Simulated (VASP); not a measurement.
# AlRu (Pm-3m) in VASP: notebook, part 3 of 3

VASP 6.6.1.

**5. Single point, PBEsol (volume scaled by 0.91)**

File INCAR:

```
SYSTEM = AlRu
ALGO = Fast
EDIFF = 1E-7
ENCUT = 520
GGA = PS
ISIF = 2
ISMEAR = 0
LASPH = .True.
LCHARG = .False.
LREAL = .False.
LWAVE = .False.
NBANDS = 16
NELM = 80
PREC = Accurate
SIGMA = 0.1
```

File KPOINTS:

```
k-points
0
Gamma
  14 14 14
  0 0 0
```

File POSCAR:

```
AlRu
1.0
    2.8842942761      0.0000000000      0.0000000000
    0.0000000000      2.8842942761      0.0000000000
    0.0000000000      0.0000000000      2.8842942761
Al Ru
1 1
Direct
    0.0000000000      0.0000000000      0.0000000000
    0.5000000000      0.5000000000      0.5000000000
```

Potentials or basis: VASP PAW PBE potentials, release 64 (Al, Ru_pv).

The run is started by

```
cat potpaw_PBE.64/Al/POTCAR potpaw_PBE.64/Ru_pv/POTCAR > POTCAR
mpirun -np 1 vasp_std > vasp.out
```

OUTCAR:

```text
SYSTEM = AlRu
   EDIFF = 1E-7
   ENCUT = 520
   GGA = PS
   ISIF = 2
   ISMEAR = 0
   LASPH = .True.
   LREAL = .False.
   NELM = 80
   PREC = Accurate

 ion  position               nearest neighbor table
   1  0.000  0.000  0.000-   2 2.50   2 2.50   2 2.50   2 2.50   2 2.50   2 2.50   2 2.50   2 2.50

   2  0.500  0.500  0.500-   1 2.50   1 2.50   1 2.50   1 2.50   1 2.50   1 2.50   1 2.50   1 2.50

  LATTYP: Found a simple cubic cell.
 ALAT       =     2.8842942761

  Lattice vectors:

 A1 = (   2.8842942761,   0.0000000000,   0.0000000000)
 A2 = (   0.0000000000,   2.8842942761,   0.0000000000)
 A3 = (   0.0000000000,   0.0000000000,   2.8842942761)

Analysis of symmetry for initial positions (statically):
=====================================================================
 Subroutine PRICEL returns:
 Original cell was already a primitive cell.

 Routine SETGRP: Setting up the symmetry group for a
 simple cubic supercell.

 Subroutine GETGRP returns: Found 48 space group operations
 (whereof 48 operations were pure point group operations)
 out of a pool of 48 trial point group operations.

The static configuration has the point symmetry O_h .

Analysis of symmetry for dynamics (positions and initial velocities):
=====================================================================
 Subroutine PRICEL returns:
 Original cell was already a primitive cell.

 Routine SETGRP: Setting up the symmetry group for a
 simple cubic supercell.

 Subroutine GETGRP returns: Found 48 space group operations
 (whereof 48 operations were pure point group operations)
 out of a pool of 48 trial point group operations.

The dynamic configuration has the point symmetry O_h .

 Subroutine INISYM returns: Found 48 space group operations
 (whereof 48 operations are pure point group operations),
 and found     1 'primitive' translations

----------------------------------------------------------------------------------------
[... 108 lines left out ...]
   ISMEAR =     0;   SIGMA  =   0.10  broadening in eV -4-tet -1-fermi 0-gaus
   EFERMI_NEDOS =   21; number of points for ismear=-14 and -15
   IALGO  =     68    algorithm
   IMIX   =      4    mixing-type and parameters
     AMIX     =   0.40;   BMIX     =  1.00
     AMIX_MAG =   1.60;   BMIX_MAG =  1.00
  volume/ion in A,a.u.               =      12.00        80.96
  Fermi-wavevector in a.u.,A,eV,Ry     =   1.459435  2.757933 28.979756  2.129952
  Thomas-Fermi vector in A             =   2.576003
   LORBIT       =      0    0 simple, 1 ext, 2 COOP (PROOUT), +10 PAW based schemes
   GGA     = PS    functional components
   LHFCALC =     F    Hartree Fock is set to
   AEXX    =    0.0000 exact exchange contribution
   IVDW    =     0    specifies the selected vdW correction
   LEPSILON=     F    determine dielectric tensor
   LRPA    =     F    only Hartree local field effects (RPA)
 non-spin polarized calculation
 RMM-DIIS sequential band-by-band and
 Gauss-broadening in eV      SIGMA  =   0.10
  energy-cutoff  :      520.00
  volume of cell :       23.99
 maximum number of plane-waves:       672
 NGX is ok and might be reduce to    24
   NGX = 11   NGY = 11   NGZ = 11

 number of electron      17.0000002 magnetization

 Free energy of the ion-electron system (eV)
  ---------------------------------------------------
  ext. energy  EPLUGINS =         0.00000000
  ---------------------------------------------------
  free energy    TOTEN  =       -15.34280886 eV

  energy without entropy =      -15.33469020  energy(sigma->0) =      -15.33874953

 E-fermi :  12.2217     XC(G=0): -13.2622

 val. band max:       12.2057923401   @ k =   0.0714   0.0714   0.0714
 cond. band min:      12.2331421661   @ k =   0.1429   0.0714   0.0714
 fundamental gap:      0.0273498260
 Fermi energy:        12.2216510252

 k-point     1 :       0.0000    0.0000    0.0000
  band No.  band energies     occupation
      1     -29.5197      2.00000
      2     -29.5197      2.00000
      3     -29.5197      2.00000
      4       1.8824      2.00000
      5       7.9886      2.00000
      6       7.9886      2.00000
[... 433 lines left out ...]
      3     -29.4868      2.00000
      4       4.9558      2.00000
      5       7.8101      2.00000
      6       9.2537      2.00000
[... 8 lines left out ...]
     15      25.9460      0.00000
     16      27.5040      0.00000

 [... further k-points ...]
[... 5 lines left out ...]
  --------------------------------------------------------------------------------------
  -------------------------------------------------------------------------------------
  Total        3.8300485      3.8300485      3.8300485      0.0000000      0.0000000     -0.0000000
  in kB      255.7385252    255.7385252    255.7385252      0.0000000      0.0000000     -0.0000000
  external PRESSURE =     255.7385252 kB  Pullay stress =       0.0000000 kB

 VOLUME and BASIS-vectors are now :
 -----------------------------------------------------------------------------
  energy-cutoff  :      520.00
  volume of cell :       23.99
      direct lattice vectors                 reciprocal lattice vectors
     2.884294276  0.000000000  0.000000000     0.346705261  0.000000000  0.000000000
     0.000000000  2.884294276  0.000000000     0.000000000  0.346705261  0.000000000
     0.000000000  0.000000000  2.884294276     0.000000000  0.000000000  0.346705261

 POSITION                                       TOTAL-FORCE (eV/Angst)
 -----------------------------------------------------------------------------------
      0.00000      0.00000      0.00000         0.000000      0.000000      0.000000
      1.44215      1.44215      1.44215         0.000000      0.000000      0.000000
 -----------------------------------------------------------------------------------
    total drift:                                0.000000     -0.000000     -0.000000

  FREE ENERGIE OF THE ION-ELECTRON SYSTEM (eV)
  ---------------------------------------------------
  free  energy   TOTEN  =       -15.3428088614 eV

  energy  without entropy=      -15.3346902036  energy(sigma->0) =      -15.33874953
```

OSZICAR:

```text
N       E                     dE             d eps       ncg     rms          rms(c)
DAV:   1     0.117634805713E+03    0.11763E+03   -0.91661E+03  3928   0.101E+03
DAV:   2    -0.142686366412E+02   -0.13190E+03   -0.12580E+03  4552   0.299E+02
DAV:   3    -0.161442930964E+02   -0.18757E+01   -0.18703E+01  5112   0.374E+01
DAV:   4    -0.161565437684E+02   -0.12251E-01   -0.12240E-01  4536   0.319E+00
DAV:   5    -0.161567062649E+02   -0.16250E-03   -0.16239E-03  4552   0.358E-01    0.167E+01
RMM:   6    -0.154177312747E+02    0.73897E+00   -0.21466E+00  3952   0.115E+01    0.298E+00
RMM:   7    -0.153601708073E+02    0.57560E-01   -0.10733E-01  4062   0.276E+00    0.263E+00
RMM:   8    -0.153429483131E+02    0.17222E-01   -0.14474E-02  4299   0.868E-01    0.199E-01
RMM:   9    -0.153428045794E+02    0.14373E-03   -0.12137E-03  4420   0.305E-01    0.164E-01
RMM:  10    -0.153428094596E+02   -0.48802E-05   -0.22481E-04  4536   0.139E-01    0.442E-02
RMM:  11    -0.153428099436E+02   -0.48401E-06   -0.64297E-05  4485   0.726E-02    0.275E-02
RMM:  12    -0.153428085850E+02    0.13585E-05   -0.18621E-05  4586   0.389E-02    0.133E-02
RMM:  13    -0.153428085371E+02    0.47929E-07   -0.31304E-06  4554   0.176E-02    0.532E-03
RMM:  14    -0.153428088067E+02   -0.26960E-06   -0.81601E-07  4397   0.861E-03    0.763E-03
RMM:  15    -0.153428088614E+02   -0.54694E-07   -0.15829E-07  3078   0.389E-03
   1 F= -.15342809E+02 E0= -.15338750E+02  d E =-.811866E-02
```

stdout:

```text
POSCAR found type information on POSCAR AlRu
 POSCAR found :  2 types and       2 ions
 scaLAPACK will be used
 -----------------------------------------------------------------------------
|                                                                             |
|                                                                             |
|     You enforced a specific xc type in the INCAR file but a different       |
|     I HOPE YOU KNOW WHAT YOU ARE DOING!                                     |
|                                                                             |
 -----------------------------------------------------------------------------

 LDA part: xc-table for (Slater+PW92), standard interpolation
 POSCAR, INCAR and KPOINTS ok, starting setup
 FFT: planning ... GRIDC
 FFT: planning ... GRID_SOFT
 FFT: planning ... GRID
 WAVECAR not read
 entering main loop
```

Wall time 29 s (1 thread of Intel Xeon Platinum 8259CL at 2.50GHz (Skylake/Cascade Lake), shared host); peak memory 0.17 GiB.

Results:

```yaml
Free_energy: -15.3428 eV
Pressure: 25.6 GPa
```

Caveat: the PAW data sets were made with another functional, which shifts forces and pressure a little.

**6. The runs side by side**

```tsv
task	cell	cutoff (eV)	gap on the mesh (eV)	pressure (GPa)
single point	a = 2.976 Å, 2 atoms	520	none	0.0
relaxation of cell and atoms	relaxed from a = 2.992 Å, 2 atoms	600	none	0.0
single point	a = 2.852 Å, 2 atoms	520	none	37.3
single point	a = 2.884 Å, 2 atoms	520	none	25.6
```

Alike in all rows: level PBEsol; potentials or basis VASP PAW PBE potentials, release 64 (Al, Ru_pv); no spin polarisation; k mesh 14 × 14 × 14; smearing gaussian 0.1 eV.

Caveats: the PAW data sets were made with another functional, which shifts forces and pressure a little.

Absolute energies hang on the potentials; compare differences alone.
